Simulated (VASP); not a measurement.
# CuSi16 (a cell with a defect) in VASP: relaxation of the atoms with LDA

Aim: the relaxation of the atoms of CuSi16 (a cell with a defect) with LDA.

All numbers are computed with VASP 6.6.1; they aren't measurements. Logs are shortened: lines on timing, memory, paths and dates and some standing lists are left out, and cuts for length are marked.

## 1. The cell of the first run

The cell holds a defect, 17 atoms: a = 7.679 Å, b = 7.679 Å, c = 7.679 Å, α = 60.00°, β = 60.00°, γ = 60.00°.

## 2. Relaxation of the atoms, LDA

The input, INCAR:

```
SYSTEM = CuSi16
PREC     = Accurate       ! precision mode
ENCUT    = 520            ! plane-wave cutoff, eV
EDIFF    = 1E-6           ! SCF threshold, eV
ISMEAR   = 0              ! smearing method
SIGMA    = 0.02           ! smearing width, eV
LREAL    = Auto         
LASPH    = .True.         ! aspherical terms in the spheres
NELM     = 100            ! most SCF steps
ALGO     = Normal         ! electronic algorithm
ISIF     = 2              ! what is computed and relaxed
LWAVE    = .False.        ! write WAVECAR
LCHARG   = .False.        ! write CHGCAR
IBRION   = 2              ! ionic algorithm
NSW      = 80             ! ionic steps
EDIFFG   = -0.03          ! ionic threshold
NELECT   = 74.0
```

The input, KPOINTS:

```
Automatic mesh
0
Gamma
  2 2 2
  0 0 0
```

The input, POSCAR:

```
CuSi16
1.0
    0.0000000000      5.4300000000      5.4300000000
    5.4300000000      0.0000000000      5.4300000000
    5.4300000000      5.4300000000      0.0000000000
Si Cu
16 1
Direct
    0.0000000000      0.0000000000      0.0000000000
    0.1250000000      0.1250000000      0.1250000000
    0.0000000000      0.0000000000      0.5000000000
    0.1250000000      0.1250000000      0.6250000000
    0.0000000000      0.5000000000      0.0000000000
    0.1250000000      0.6250000000      0.1250000000
    0.0000000000      0.5000000000      0.5000000000
    0.1250000000      0.6250000000      0.6250000000
    0.5000000000      0.0000000000      0.0000000000
    0.6250000000      0.1250000000      0.1250000000
    0.5000000000      0.0000000000      0.5000000000
    0.6250000000      0.1250000000      0.6250000000
    0.5000000000      0.5000000000      0.0000000000
    0.6250000000      0.6250000000      0.1250000000
    0.5000000000      0.5000000000      0.5000000000
    0.6250000000      0.6250000000      0.6250000000
    0.8090595000      0.3091348000      0.8076213000
```

Potentials or basis: VASP PAW LDA potentials, release 64 (Si, Cu).

On the command line:

```bash
$ cat potpaw_LDA.64/Si/POTCAR potpaw_LDA.64/Cu/POTCAR > POTCAR
$ mpirun -np 1 vasp_std > vasp.out
```

OUTCAR:

```text
SYSTEM = CuSi16
   PREC = Accurate
   ENCUT = 520
   EDIFF = 1E-6
   ISMEAR = 0
   LREAL = Auto
   LASPH = .True.
   NELM = 100
   ISIF = 2
   IBRION = 2
   NSW = 80
   EDIFFG = -0.03
   NELECT = 74.0

 ion  position               nearest neighbor table
   1  0.000  0.000  0.000-  17 2.27   4 2.35   6 2.35  10 2.35   2 2.35
   2  0.125  0.125  0.125-   1 2.35   3 2.35   5 2.35   9 2.35
   3  0.000  0.000  0.500-   2 2.35   4 2.35   8 2.35  12 2.35
   4  0.125  0.125  0.625-  17 2.24   3 2.35   7 2.35  11 2.35   1 2.35
   5  0.000  0.500  0.000-   2 2.35   6 2.35   8 2.35  14 2.35
   6  0.125  0.625  0.125-   1 2.35   5 2.35   7 2.35  13 2.35
   7  0.000  0.500  0.500-  17 2.26   6 2.35   8 2.35  16 2.35   4 2.35
   8  0.125  0.625  0.625-   3 2.35   5 2.35   7 2.35  15 2.35
   9  0.500  0.000  0.000-   2 2.35  10 2.35  12 2.35  14 2.35
  10  0.625  0.125  0.125-  17 2.25   9 2.35  11 2.35  13 2.35   1 2.35
  11  0.500  0.000  0.500-   4 2.35  10 2.35  12 2.35  16 2.35
  12  0.625  0.125  0.625-   3 2.35   9 2.35  11 2.35  15 2.35
  13  0.500  0.500  0.000-  17 2.27  10 2.35  14 2.35  16 2.35   6 2.35
  14  0.625  0.625  0.125-   5 2.35   9 2.35  13 2.35  15 2.35
  15  0.500  0.500  0.500-   8 2.35  12 2.35  14 2.35  16 2.35
  16  0.625  0.625  0.625-  17 2.24  11 2.35  13 2.35  15 2.35   7 2.35
  17  0.809  0.309  0.808-  16 2.24   4 2.24  10 2.25   7 2.26  13 2.27   1 2.27

  LATTYP: Found a face centered cubic cell.
 ALAT       =    10.8600000000

  Lattice vectors:

 A1 = (   0.0000000000,   5.4300000000,   5.4300000000)
 A2 = (   5.4300000000,   0.0000000000,   5.4300000000)
 A3 = (   5.4300000000,   5.4300000000,   0.0000000000)

Analysis of symmetry for initial positions (statically):
=====================================================================
 Subroutine PRICEL returns:
 Original cell was already a primitive cell.

 Routine SETGRP: Setting up the symmetry group for a
 face centered cubic supercell.

 Subroutine GETGRP returns: Found  1 space group operations
 (whereof  1 operations were pure point group operations)
 out of a pool of 48 trial point group operations.

The static configuration has the point symmetry C_1 .

Analysis of symmetry for dynamics (positions and initial velocities):
=====================================================================
 Subroutine PRICEL returns:
 Original cell was already a primitive cell.

 Routine SETGRP: Setting up the symmetry group for a
 face centered cubic supercell.

 Subroutine GETGRP returns: Found  1 space group operations
 (whereof  1 operations were pure point group operations)
 out of a pool of 48 trial point group operations.

The dynamic configuration has the point symmetry C_1 .

 Subroutine INISYM returns: Found  1 space group operations
 (whereof  1 operations are pure point group operations),
 and found     1 'primitive' translations

----------------------------------------------------------------------------------------

                                     Primitive cell

  volume of cell :     320.2060

  direct lattice vectors                    reciprocal lattice vectors
     0.000000000  5.430000000  5.430000000    -0.092081031  0.092081031  0.092081031
     5.430000000  0.000000000  5.430000000     0.092081031 -0.092081031  0.092081031
     5.430000000  5.430000000  0.000000000     0.092081031  0.092081031 -0.092081031

  length of vectors
     7.679179644  7.679179644  7.679179644     0.159489025  0.159489025  0.159489025

  position of ions in fractional coordinates (direct lattice)
     0.000000000  0.000000000  0.000000000
     0.125000000  0.125000000  0.125000000
     0.000000000  0.000000000  0.500000000
     0.125000000  0.125000000  0.625000000
     0.000000000  0.500000000  0.000000000
     0.125000000  0.625000000  0.125000000
[... 9 lines left out ...]
     0.625000000  0.625000000  0.625000000
     0.809059500  0.309134800  0.807621300

  ion indices of the primitive-cell ions
   primitive index   ion index
                 1           1
                 2           2
                 3           3
                 4           4
                 5           5
                 6           6
[... 9 lines left out ...]
                16          16
                17          17

----------------------------------------------------------------------------------------

 KPOINTS: Automatic mesh

Automatic generation of k-mesh.
 Grid dimensions read from file:
 generate k-points for:    2    2    2

 Generating k-lattice:

  Cartesian coordinates                     Fractional coordinates (reciprocal lattice)
    -0.046040516  0.046040516  0.046040516     0.500000000  0.000000000  0.000000000
     0.046040516 -0.046040516  0.046040516     0.000000000  0.500000000  0.000000000
     0.046040516  0.046040516 -0.046040516     0.000000000  0.000000000  0.500000000

  Length of vectors
     0.079744512  0.079744512  0.079744512

  Shift w.r.t. Gamma in fractional coordinates (k-lattice)
     0.000000000  0.000000000  0.000000000

 Subroutine IBZKPT returns following result:
 ===========================================

 Found      8 irreducible k-points:

 Following reciprocal coordinates:
            Coordinates               Weight
  0.000000  0.000000  0.000000      1.000000
  0.500000  0.000000  0.000000      1.000000
  0.000000  0.500000  0.000000      1.000000
  0.000000  0.000000  0.500000      1.000000
  0.500000  0.500000  0.500000      1.000000
  0.500000  0.500000  0.000000      1.000000
  0.000000  0.500000  0.500000      1.000000
  0.500000  0.000000  0.500000      1.000000
   k-points           NKPTS =      8   k-points in BZ     NKDIM =      8   number of bands    NBANDS=     46
   number of dos      NEDOS =    301   number of ions     NIONS =     17
   total plane-waves  NPLWV = 216000
   dimension x,y,z NGX =    60 NGY =   60 NGZ =   60
   dimension x,y,z NGXF=   120 NGYF=  120 NGZF=  120
   ions per type =              16   1
   NGX,Y,Z   is equivalent  to a cutoff of  12.99, 12.99, 12.99 a.u.
   NGXF,Y,Z  is equivalent  to a cutoff of  25.98, 25.98, 25.98 a.u.
 SYSTEM =  CuSi16
   PREC   = accura    normal or accurate (medium, high low for compatibility)
   ISTART =      0    job   : 0-new  1-cont  2-samecut
   ICHARG =      2    charge: 1-file 2-atom 10-const
   ISPIN  =      1    spin polarized calculation?
   LNONCOLLINEAR =      F non collinear calculations
   LSORBIT =      F    spin-orbit coupling
   LASPH  =      T    aspherical Exc in radial PAW
   ENCUT  =  520.0 eV  38.22 Ry    6.18 a.u.  14.28 14.28 14.28*2*pi/ulx,y,z
   NELM   =    100;   NELMIN=  2; NELMDL= -5     # of ELM steps
   EDIFF  = 0.1E-05   stopping-criterion for ELM
   LREAL  =      T    real-space projection
   EDIFFG = -.3E-01   stopping-criterion for IOM
   NSW    =     80    number of steps for IOM
   IBRION =      2    ionic relax: 0-MD 1-quasi-New 2-CG
   NFREE  =      1    steps in history (QN), initial steepest desc. (CG)
   ISIF   =      2    stress and relaxation
   ISYM   =      2    0-nonsym 1-usesym 2-fastsym
   POTIM  = 0.5000    time-step for ionic-motion
   TEBEG  =    0.0;   TEEND  =   0.0 temperature during run
   PSTRESS=    0.0 pullay stress
   NELECT =      74.0000    total number of electrons
   NUPDOWN=      -1.0000    fix difference up-down
   EMIN   =  10.00;   EMAX   =-10.00  energy-range for DOS
   EFERMI =   0.00;   METHOD = LEGACY
   ISMEAR =     0;   SIGMA  =   0.02  broadening in eV -4-tet -1-fermi 0-gaus
   EFERMI_NEDOS =   21; number of points for ismear=-14 and -15
   IALGO  =     38    algorithm
   IMIX   =      4    mixing-type and parameters
     AMIX     =   0.40;   BMIX     =  1.00
     AMIX_MAG =   1.60;   BMIX_MAG =  1.00
  volume/ion in A,a.u.               =      18.84       127.11
  Fermi-wavevector in a.u.,A,eV,Ry     =   1.004636  1.898488 13.732283  1.009294
  Thomas-Fermi vector in A             =   2.137265
   LORBIT       =      0    0 simple, 1 ext, 2 COOP (PROOUT), +10 PAW based schemes
   GGA     = CA    functional components
   LHFCALC =     F    Hartree Fock is set to
   AEXX    =    0.0000 exact exchange contribution
   IVDW    =     0    specifies the selected vdW correction
   LEPSILON=     F    determine dielectric tensor
   LRPA    =     F    only Hartree local field effects (RPA)
 conjugate gradient relaxation of ions
 non-spin polarized calculation
 Gauss-broadening in eV      SIGMA  =   0.02
  energy-cutoff  :      520.00
  volume of cell :      320.21
 maximum number of plane-waves:      8646
 NGX is ok and might be reduce to    60
   NGX = 29   NGY = 29   NGZ = 29

--------------------------------------- Ionic step        1  -------------------------------------------

 number of electron      74.0000004 magnetization

 Free energy of the ion-electron system (eV)
  ---------------------------------------------------
  ext. energy  EPLUGINS =         0.00000000
  ---------------------------------------------------
  free energy    TOTEN  =      -103.39777568 eV

  energy without entropy =     -103.39549977  energy(sigma->0) =     -103.39663772

------------------------ aborting loop because EDIFF is reached ----------------------------------------

  FORCE on cell =-STRESS in cart. coord.  units (eV):
  Direction    XX          YY          ZZ          XY          YZ          ZX
  --------------------------------------------------------------------------------------
  -------------------------------------------------------------------------------------
  Total       -5.9270704     -5.9269825     -5.9249837     -1.6990784     -1.6859361     -1.6852110
  in kB      -29.6565881    -29.6561484    -29.6461470     -8.5014797     -8.4357210     -8.4320928
  external PRESSURE =     -29.6529611 kB  Pullay stress =       0.0000000 kB
[... 134 lines left out ...]
  FREE ENERGIE OF THE ION-ELECTRON SYSTEM (eV)
  ---------------------------------------------------
  free  energy   TOTEN  =      -103.7489845091 eV

  energy  without entropy=     -103.7489844944  energy(sigma->0) =     -103.74898450

[... ionic steps 4 to 12 ...]

--------------------------------------- Ionic step       13  -------------------------------------------

 number of electron      74.0000001 magnetization

------------------------ aborting loop because EDIFF is reached ----------------------------------------

  FORCE on cell =-STRESS in cart. coord.  units (eV):
  Direction    XX          YY          ZZ          XY          YZ          ZX
  --------------------------------------------------------------------------------------
  -------------------------------------------------------------------------------------
  Total       -8.7530483     -8.7532718     -8.7564096      0.7087224      0.7071818      0.7066625
  in kB      -43.7966028    -43.7977207    -43.8134211      3.5461512      3.5384427      3.5358446
  external PRESSURE =     -43.8025815 kB  Pullay stress =       0.0000000 kB
[... 87 lines left out ...]
  energy  without entropy=     -103.8778452349  energy(sigma->0) =     -103.87784786

--------------------------------------- Ionic step       15  -------------------------------------------

 number of electron      74.0000001 magnetization

 Free energy of the ion-electron system (eV)
  ---------------------------------------------------
  ext. energy  EPLUGINS =         0.00000000
  ---------------------------------------------------
  free energy    TOTEN  =      -103.87803615 eV

  energy without entropy =     -103.87803042  energy(sigma->0) =     -103.87803329

 E-fermi :   6.3318     XC(G=0):  -9.8192

 val. band max:        6.2819286255   @ k =   0.0000   0.0000   0.0000
 cond. band min:       6.3842207837   @ k =   0.0000   0.0000   0.0000
 fundamental gap:      0.1022921582
 Fermi energy:         6.3318139887

 k-point     1 :       0.0000    0.0000    0.0000
  band No.  band energies     occupation
      1      -5.9744      2.00000
      2      -3.6309      2.00000
      3      -3.5786      2.00000
      4      -3.5785      2.00000
      5      -3.5054      2.00000
      6      -2.0320      2.00000
[... 425 lines left out ...]
  FREE ENERGIE OF THE ION-ELECTRON SYSTEM (eV)
  ---------------------------------------------------
  free  energy   TOTEN  =      -103.8780361514 eV

  energy  without entropy=     -103.8780304216  energy(sigma->0) =     -103.87803329

 reached required accuracy - stopping structural energy minimisation
```

Run time: 55 min. Hardware: 1 thread of Oxide Virtual Turin-like, shared host; peak memory 0.38 GiB.

What came out:

```
Free energy                  : -103.8780 eV
Energy gained by relaxing    : 28.3 meV/atom
Ionic steps                  : 15
Largest force after relaxing : 0.021 eV/Å
```

Forces in eV/Å, atoms in the order of the input:
```
Si  -0.007  0.008 -0.003
Si   0.004 -0.001  0.005
Si   0.016  0.002  0.002
Si   0.010 -0.009 -0.006
Si  -0.011 -0.011 -0.013
Si  -0.009 -0.010 -0.007
Si  -0.001 -0.002 -0.003
Si   0.003  0.004  0.000
Si   0.000  0.001  0.018
Si  -0.001 -0.002 -0.003
Si   0.008  0.008  0.014
Si  -0.011 -0.011 -0.014
Si   0.007 -0.006 -0.003
Si  -0.001  0.004  0.005
Si   0.002  0.016  0.002
Si  -0.009  0.010 -0.007
Cu  -0.001 -0.001  0.014
```

The path:
| step | energy change (eV) | largest force (eV/Å) | pressure (GPa) |
| --- | --- | --- | --- |
| 1 | 0.0000 | 1.5720 | -2.97 |
| 2 | -0.3508 | 0.4442 | -3.75 |
| 3 | -0.3512 | 0.4375 | -3.77 |
| 4 | -0.3843 | 0.3072 | -3.82 |
| 5 | -0.3937 | 0.2342 | -3.83 |
| 6 | -0.4088 | 0.1326 | -3.87 |
| 7 | -0.4291 | 0.3631 | -3.93 |
| 8 | -0.4378 | 0.3181 | -3.97 |
| 9 | -0.4586 | 0.1860 | -4.09 |
| 10 | -0.4760 | 0.2312 | -4.35 |
| 11 | -0.4795 | 0.0722 | -4.35 |
| 12 | -0.4797 | 0.0467 | -4.37 |
| 13 | -0.4800 | 0.0426 | -4.38 |
| 14 | -0.4801 | 0.0388 | -4.37 |
| 15 | -0.4803 | 0.0210 | -4.39 |

Final structure:
```
CELL_PARAMETERS angstrom
0.00000 5.43000 5.43000
5.43000 0.00000 5.43000
5.43000 5.43000 0.00000
ATOMIC_POSITIONS crystal
Si 0.00589 0.98581 0.00581
Si 0.12562 0.11668 0.12555
Si 0.00953 0.99825 0.49815
Si 0.14083 0.11789 0.61783
Si 0.99013 0.49014 0.99004
Si 0.11401 0.61401 0.11393
Si 0.00593 0.50593 0.48568
Si 0.12563 0.62563 0.61660
Si 0.49822 0.99822 0.00947
Si 0.61795 0.11795 0.14063
Si 0.51187 0.01188 0.51178
Si 0.63600 0.13600 0.63590
Si 0.48580 0.50590 0.00581
Si 0.61667 0.62562 0.12555
Si 0.49824 0.50953 0.49815
Si 0.61788 0.64084 0.61782
Cu 0.80886 0.30886 0.80894
```

Caveat: the k points lie up to 0.50 Å⁻¹ apart; the cell carries a net charge on a neutralising background, which shifts energy and pressure; the cell is charged against a uniform background, so pressure and absolute levels hang on convention.
